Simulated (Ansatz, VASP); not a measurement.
## One calculation of AlNi3, two programs

```
Ni Al
1.0
     3.52305    0.00000    0.00000
     0.00000    3.52305    0.00000
     0.00000    0.00000    3.52305
Ni Al
3 1
Direct
  0.50000 0.50000 0.00000
  0.50000 0.00000 0.50000
  0.00000 0.50000 0.50000
  0.00000 0.00000 0.00000
```

Alike in both runs: task relaxation of cell and atoms; functional revPBE; k mesh 8 × 8 × 8; occupations fermi-dirac, width 0.05 eV; collinear spin.

|  | VASP | Ansatz |
| --- | --- | --- |
| version | VASP 6.6.1 | Ansatz 0.2.0 |
| potentials or method | VASP PAW PBE potentials, release 64 (Ni, Al) | Ansatz PAW |
| plane-wave cutoff (eV) | 600 | 420 |
| valence electrons in the cell | 33 | 57 |

VASP gave:

* net moment per atom (μB): 0.18
* size of the moment on the site where the two differ most (μB): 0.26
* relaxed volume (Å³/atom): 11.57
* relaxed length of the cell vector where the two differ most in proportion (Å): 3.591

Task: Which values does Ansatz return?

Result: net moment per atom (μB): 0.19; size of the moment on the site where the two differ most (μB): 0.28; relaxed volume (Å³/atom): 11.57; relaxed length of the cell vector where the two differ most in proportion (Å): 3.590.

VASP's potentials were made for PBE, not for revPBE. Site moments also hang on the region over which each program counts them. VASP's potentials hold 33 valence electrons a cell and Ansatz's 57, so a difference there can come from the potentials and not from the codes.

Noted on Ansatz's run: the plane-wave basis is chosen anew once the cell has moved, so the energies of steps on either side of that aren't comparable.
